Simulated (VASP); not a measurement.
# CdTe: single point with PBE

Crystal: CdTe.

```xyz
2
Lattice="0.0000 3.2050 3.2050 3.2050 0.0000 3.2050 3.2050 3.2050 0.0000" Properties=species:S:1:pos:R:3 pbc="T T T"
Te    4.8075    4.8075    4.8075
Cd    0.0000    0.0000    0.0000
```

```json
{
 "Program": "VASP 6.6.1",
 "Task": "single point",
 "Functional": "PBE",
 "Potentials or basis": "VASP PAW PBE potentials, release 64 (Te, Cd)",
 "Cutoff": "520 eV",
 "k mesh": "3 × 3 × 3",
 "Occupations": "fermi-dirac, width 0.03 eV",
 "Spin": "no spin polarisation"
}
```

```
Pressure               : 5.3 GPa
Band gap on the k mesh : 0.84 eV
```

Levels at points of the mesh, in eV from the valence-band top:
| k point | band 7 | band 8 | band 9 | band 10 | band 11 | band 12 |
| --- | --- | --- | --- | --- | --- | --- |
| (0.00, 0.00, 0.00) | 0.00 | 0.00 | 0.00 | 0.84 | 4.52 | 4.52 |

It took 15 s on 1 thread of Intel Xeon 8259CL, on a shared host, peak memory 0.19 GiB.

Caveat: the k points lie up to 0.57 Å⁻¹ apart; spin-orbit coupling is left out, which moves the levels of the heavy elements. As with any semilocal functional, this PBE gap is likely too small.
